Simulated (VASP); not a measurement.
# SiNi (P2_13) in VASP: a series of runs

Runs on SiNi. Level: r2SCAN. Tasks: single point.

Program: VASP 6.6.1. These are calculated values, not measurements. Logs are shortened: lines on timing, memory, paths and dates and some standing lists are left out, and cuts for length are marked.

### Step 1. The cell of the first run

It takes space group P2_13 (No. 198, cubic). Conventional cell: a = 4.374 Å, b = 4.374 Å, c = 4.374 Å, α = 90.00°, β = 90.00°, γ = 90.00°. Within 3.0 Å of Si (site symmetry 3) lie 7 Ni at 2.29 to 2.36 Å and 6 Si at 2.70 Å. Ni (site symmetry 3) has 7 Si at 2.29 to 2.36 Å and 6 Ni at 2.70 Å within 3.0 Å.

### Step 2. Single point, r2SCAN (10.46 Å³/atom)

File POSCAR:

```
SiNi
1.0
    4.3738013600      0.0000000000      0.0000000000
    0.0000000000      4.3738013600      0.0000000000
    0.0000000000      0.0000000000      4.3738013600
Si Ni
4 4
Direct
    0.6527541841      0.1527541841      0.3472458159
    0.1527541841      0.3472458159      0.6527541841
    0.3472458159      0.6527541841      0.1527541841
    0.8472458159      0.8472458159      0.8472458159
    0.3502281226      0.8502281226      0.6497718774
    0.8502281226      0.6497718774      0.3502281226
    0.6497718774      0.3502281226      0.8502281226
    0.1497718774      0.1497718774      0.1497718774
```

File INCAR.step1:

```
ALGO     = Normal         # electronic algorithm
EDIFF    = 1E-4           # SCF threshold, eV
ENCUT    = 520            # plane-wave cutoff, eV
GGA      = PE             # functional
ISMEAR   = 0              # smearing method
LASPH    = True           # aspherical terms in the spheres
LCHARG   = False          # write CHGCAR
LREAL    = False          # projectors in reciprocal space
LWAVE    = True           # write WAVECAR
NBANDS   = 38             # bands
NELM     = 100            # most SCF steps
PREC     = Accurate       # precision mode
SIGMA    = 0.1            # smearing width, eV
```

File INCAR.step2:

```
ALGO     = Normal         # electronic algorithm
EDIFF    = 1E-6           # SCF threshold, eV
ENCUT    = 520            # plane-wave cutoff, eV
ISIF     = 2              # what is computed and relaxed
ISMEAR   = 0              # smearing method
ISTART   = 1            
LASPH    = True           # aspherical terms in the spheres
LCHARG   = False          # write CHGCAR
LMIXTAU  = True         
LREAL    = False          # projectors in reciprocal space
LWAVE    = False          # write WAVECAR
METAGGA  = R2SCAN         # meta-GGA
NBANDS   = 38             # bands
NELM     = 100            # most SCF steps
PREC     = Accurate       # precision mode
SIGMA    = 0.1            # smearing width, eV
```

File KPOINTS:

```
k-points
0
Gamma
  8 8 8
```

Potentials or basis: VASP PAW PBE potentials, release 64 (Si, Ni).

On the command line:

```console
> cat potpaw_PBE.64/Si/POTCAR potpaw_PBE.64/Ni/POTCAR > POTCAR
> cp INCAR.step1 INCAR
> mpirun -np 1 vasp_std > vasp.out
> cp INCAR.step2 INCAR
> mpirun -np 1 vasp_std > vasp.out
```

OUTCAR:

```text
EDIFF = 1E-6
   ENCUT = 520
   ISIF = 2
   ISMEAR = 0
   ISTART = 1
   LASPH = True
   LREAL = False
   METAGGA = R2SCAN
   NELM = 100
   PREC = Accurate

 ion  position               nearest neighbor table
   1  0.653  0.153  0.347-   5 2.29   6 2.34   7 2.34   8 2.34   7 2.36   6 2.36   8 2.36   2 2.70
                             4 2.70   3 2.70   3 2.70   2 2.70   4 2.70
   2  0.153  0.347  0.653-   6 2.29   5 2.34   7 2.34   8 2.34   5 2.36   8 2.36   7 2.36   1 2.70
                             3 2.70   3 2.70   4 2.70   1 2.70   4 2.70
   3  0.347  0.653  0.153-   7 2.29   6 2.34   5 2.34   8 2.34   6 2.36   5 2.36   8 2.36   1 2.70
                             2 2.70   2 2.70   1 2.70   4 2.70   4 2.70
   4  0.847  0.847  0.847-   8 2.29   6 2.34   7 2.34   5 2.34   7 2.36   6 2.36   5 2.36   2 2.70
                             3 2.70   1 2.70   1 2.70   2 2.70   3 2.70
   5  0.350  0.850  0.650-   1 2.29   2 2.34   3 2.34   4 2.34   3 2.36   2 2.36   4 2.36   8 2.70
                             8 2.70   6 2.70   7 2.70   7 2.70   6 2.70
   6  0.850  0.650  0.350-   2 2.29   1 2.34   3 2.34   4 2.34   1 2.36   4 2.36   3 2.36   8 2.70
                             5 2.70   7 2.70   8 2.70   7 2.70   5 2.70
   7  0.650  0.350  0.850-   3 2.29   2 2.34   1 2.34   4 2.34   2 2.36   1 2.36   4 2.36   8 2.70
                             5 2.70   6 2.70   6 2.70   5 2.70   8 2.70
   8  0.150  0.150  0.150-   4 2.29   2 2.34   3 2.34   1 2.34   3 2.36   2 2.36   1 2.36   5 2.70
                             6 2.70   7 2.70   5 2.70   6 2.70   7 2.70

  LATTYP: Found a simple cubic cell.
 ALAT       =     4.3738013600

  Lattice vectors:

 A1 = (   4.3738013600,   0.0000000000,   0.0000000000)
 A2 = (   0.0000000000,   4.3738013600,   0.0000000000)
 A3 = (   0.0000000000,   0.0000000000,   4.3738013600)

Analysis of symmetry for initial positions (statically):
=====================================================================
 Subroutine PRICEL returns:
 Original cell was already a primitive cell.

 Routine SETGRP: Setting up the symmetry group for a
 simple cubic supercell.

 Subroutine GETGRP returns: Found 12 space group operations
 (whereof  3 operations were pure point group operations)
 out of a pool of 48 trial point group operations.

The static configuration has the point symmetry C_3 .
 The point group associated with its full space group is T   .

Analysis of symmetry for dynamics (positions and initial velocities):
=====================================================================
 Subroutine PRICEL returns:
 Original cell was already a primitive cell.

 Routine SETGRP: Setting up the symmetry group for a
 simple cubic supercell.

 Subroutine GETGRP returns: Found 12 space group operations
 (whereof  3 operations were pure point group operations)
 out of a pool of 48 trial point group operations.

The dynamic configuration has the point symmetry C_3 .
 The point group associated with its full space group is T   .

 Subroutine INISYM returns: Found 12 space group operations
 (whereof  3 operations are pure point group operations),
 and found     1 'primitive' translations

----------------------------------------------------------------------------------------

                                     Primitive cell

  volume of cell :      83.6714

  direct lattice vectors                    reciprocal lattice vectors
     4.373801360  0.000000000  0.000000000     0.228634069  0.000000000  0.000000000
     0.000000000  4.373801360  0.000000000     0.000000000  0.228634069  0.000000000
     0.000000000  0.000000000  4.373801360     0.000000000  0.000000000  0.228634069

  length of vectors
     4.373801360  4.373801360  4.373801360     0.228634069  0.228634069  0.228634069

  position of ions in fractional coordinates (direct lattice)
     0.652754184  0.152754184  0.347245816
     0.152754184  0.347245816  0.652754184
     0.347245816  0.652754184  0.152754184
     0.847245816  0.847245816  0.847245816
     0.350228123  0.850228123  0.649771877
     0.850228123  0.649771877  0.350228123
     0.649771877  0.350228123  0.850228123
     0.149771877  0.149771877  0.149771877

  ion indices of the primitive-cell ions
   primitive index   ion index
                 1           1
                 2           2
                 3           3
                 4           4
                 5           5
                 6           6
                 7           7
                 8           8

----------------------------------------------------------------------------------------

 KPOINTS: k-points

Automatic generation of k-mesh.
 Grid dimensions read from file:
 generate k-points for:    8    8    8

 Generating k-lattice:

  Cartesian coordinates                     Fractional coordinates (reciprocal lattice)
     0.028579259  0.000000000  0.000000000     0.125000000  0.000000000  0.000000000
     0.000000000  0.028579259  0.000000000     0.000000000  0.125000000  0.000000000
     0.000000000  0.000000000  0.028579259     0.000000000  0.000000000  0.125000000

  Length of vectors
     0.028579259  0.028579259  0.028579259

  Shift w.r.t. Gamma in fractional coordinates (k-lattice)
     0.000000000  0.000000000  0.000000000

 Subroutine IBZKPT returns following result:
 ===========================================

 Found     45 irreducible k-points:

 Following reciprocal coordinates:
            Coordinates               Weight
  0.000000  0.000000  0.000000      1.000000
  0.125000  0.000000  0.000000      6.000000
  0.250000  0.000000  0.000000      6.000000
  0.375000  0.000000  0.000000      6.000000
  0.500000  0.000000  0.000000      3.000000
  0.125000  0.125000  0.000000     12.000000
[... 16 lines left out ...]
  0.250000  0.125000  0.125000     24.000000
  0.375000  0.125000  0.125000     24.000000
 [... further k-points ...]
   k-points           NKPTS =     45   k-points in BZ     NKDIM =     45   number of bands    NBANDS=     38
   number of dos      NEDOS =    301   number of ions     NIONS =      8
   total plane-waves  NPLWV =  46656
   dimension x,y,z NGX =    36 NGY =   36 NGZ =   36
   dimension x,y,z NGXF=    72 NGYF=   72 NGZF=   72
   ions per type =               4   4
   NGX,Y,Z   is equivalent  to a cutoff of  13.68, 13.68, 13.68 a.u.
   NGXF,Y,Z  is equivalent  to a cutoff of  27.37, 27.37, 27.37 a.u.
 SYSTEM =  unknown system
   PREC   = accura    normal or accurate (medium, high low for compatibility)
   ISTART =      1    job   : 0-new  1-cont  2-samecut
   ICHARG =      0    charge: 1-file 2-atom 10-const
   ISPIN  =      1    spin polarized calculation?
   LNONCOLLINEAR =      F non collinear calculations
   LSORBIT =      F    spin-orbit coupling
   LASPH  =      T    aspherical Exc in radial PAW
   ENCUT  =  520.0 eV  38.22 Ry    6.18 a.u.   8.13  8.13  8.13*2*pi/ulx,y,z
   NELM   =    100;   NELMIN=  2; NELMDL=  0     # of ELM steps
   EDIFF  = 0.1E-05   stopping-criterion for ELM
   LREAL  =      F    real-space projection
   EDIFFG = 0.1E-04   stopping-criterion for IOM
   NSW    =      0    number of steps for IOM
   IBRION =     -1    ionic relax: 0-MD 1-quasi-New 2-CG
   NFREE  =      0    steps in history (QN), initial steepest desc. (CG)
   ISIF   =      2    stress and relaxation
   ISYM   =      2    0-nonsym 1-usesym 2-fastsym
   POTIM  = 0.5000    time-step for ionic-motion
   TEBEG  =    0.0;   TEEND  =   0.0 temperature during run
   PSTRESS=    0.0 pullay stress
   NELECT =      56.0000    total number of electrons
   NUPDOWN=      -1.0000    fix difference up-down
   EMIN   =  10.00;   EMAX   =-10.00  energy-range for DOS
   EFERMI =   0.00;   METHOD = LEGACY
   ISMEAR =     0;   SIGMA  =   0.10  broadening in eV -4-tet -1-fermi 0-gaus
   EFERMI_NEDOS =   21; number of points for ismear=-14 and -15
   IALGO  =     38    algorithm
   IMIX   =      4    mixing-type and parameters
     AMIX     =   0.40;   BMIX     =  1.00
     AMIX_MAG =   1.60;   BMIX_MAG =  1.00
  volume/ion in A,a.u.               =      10.46        70.58
  Fermi-wavevector in a.u.,A,eV,Ry     =   1.432007  2.706101 27.900703  2.050644
  Thomas-Fermi vector in A             =   2.551681
   LORBIT       =      0    0 simple, 1 ext, 2 COOP (PROOUT), +10 PAW based schemes
   METAGGA = R2SCAN    functional components
   LHFCALC =     F    Hartree Fock is set to
   AEXX    =    0.0000 exact exchange contribution
   IVDW    =     0    specifies the selected vdW correction
   LEPSILON=     F    determine dielectric tensor
   LRPA    =     F    only Hartree local field effects (RPA)
 non-spin polarized calculation
 Gauss-broadening in eV      SIGMA  =   0.10
  energy-cutoff  :      520.00
  volume of cell :       83.67
 maximum number of plane-waves:      2301
 NGX is ok and might be reduce to    36
   NGX = 17   NGY = 17   NGZ = 17

 number of electron      56.0000004 magnetization

 Free energy of the ion-electron system (eV)
  ---------------------------------------------------
  ext. energy  EPLUGINS =         0.00000000
  ---------------------------------------------------
  free energy    TOTEN  =       -85.63296656 eV

  energy without entropy =      -85.62167292  energy(sigma->0) =      -85.62731974

 E-fermi :  13.4003     XC(G=0): -14.0543

 val. band max:       13.3976061867   @ k =   0.2500   0.2500   0.0000
 cond. band min:      13.4141325501   @ k =   0.2500   0.0000   0.0000
 fundamental gap:      0.0165263633
 Fermi energy:        13.4003208140

 k-point     1 :       0.0000    0.0000    0.0000
  band No.  band energies     occupation
      1      -2.5481      2.00000
      2       3.5066      2.00000
      3       3.5066      2.00000
      4       3.5066      2.00000
      5       6.1043      2.00000
      6       6.1043      2.00000
[... 30 lines left out ...]
     37      18.3329      0.00000
     38      18.3329      0.00000
[... 941 lines left out ...]
     37      18.4615      0.00000
     38      19.5326      0.00000

 [... further k-points ...]

------------------------ aborting loop because EDIFF is reached ----------------------------------------

  FORCE on cell =-STRESS in cart. coord.  units (eV):
  Direction    XX          YY          ZZ          XY          YZ          ZX
  --------------------------------------------------------------------------------------
  -------------------------------------------------------------------------------------
  Total        7.6445737      7.6445737      7.6445737     -0.0000000     -0.0000000      0.0000000
  in kB      146.3816669    146.3816669    146.3816669     -0.0000000     -0.0000000      0.0000000
  external PRESSURE =     146.3816669 kB  Pullay stress =       0.0000000 kB

 VOLUME and BASIS-vectors are now :
 -----------------------------------------------------------------------------
  energy-cutoff  :      520.00
  volume of cell :       83.67
      direct lattice vectors                 reciprocal lattice vectors
     4.373801360  0.000000000  0.000000000     0.228634069  0.000000000  0.000000000
     0.000000000  4.373801360  0.000000000     0.000000000  0.228634069  0.000000000
     0.000000000  0.000000000  4.373801360     0.000000000  0.000000000  0.228634069

 POSITION                                       TOTAL-FORCE (eV/Angst)
 -----------------------------------------------------------------------------------
      2.85502      0.66812      1.51878        -0.001631     -0.001631      0.001631
      0.66812      1.51878      2.85502        -0.001631      0.001631     -0.001631
      1.51878      2.85502      0.66812         0.001631     -0.001631     -0.001631
      3.70568      3.70568      3.70568         0.001631      0.001631      0.001631
      1.53183      3.71873      2.84197         0.001480      0.001480     -0.001480
      3.71873      2.84197      1.53183         0.001480     -0.001480      0.001480
      2.84197      1.53183      3.71873        -0.001480      0.001480      0.001480
      0.65507      0.65507      0.65507        -0.001480     -0.001480     -0.001480
 -----------------------------------------------------------------------------------
    total drift:                                0.000000      0.000000     -0.000000

  FREE ENERGIE OF THE ION-ELECTRON SYSTEM (eV)
  ---------------------------------------------------
  free  energy   TOTEN  =       -85.6329665576 eV

  energy  without entropy=      -85.6216729190  energy(sigma->0) =      -85.62731974
```

Wall time 9.6 min (1 thread of Intel Xeon 8259CL, shared host); peak memory 0.28 GiB.

What came out:

| Quantity | Value |
| --- | --- |
| Free energy | -85.6330 eV |
| Pressure | 14.6 GPa |
| Band gap on the k mesh | zero (bands 28 and 29 overlap by 1.46 eV) |

Forces on the atoms (eV/Å):
```
Si  -0.002 -0.002  0.002
Si  -0.002  0.002 -0.002
Si   0.002 -0.002 -0.002
Si   0.002  0.002  0.002
Ni   0.001  0.001 -0.001
Ni   0.001 -0.001  0.001
Ni  -0.001  0.001  0.001
Ni  -0.001 -0.001 -0.001
```

Caveat: the cell stands under pressure; the PAW data sets were made with another functional, which shifts forces and pressure a little. Spin polarisation is off, so any magnetic state and its effect on volume and gap are missing.

(Part 1 of 2 ends here.)

The gap in the log of VASP goes by the Fermi energy; the results here count the filled bands.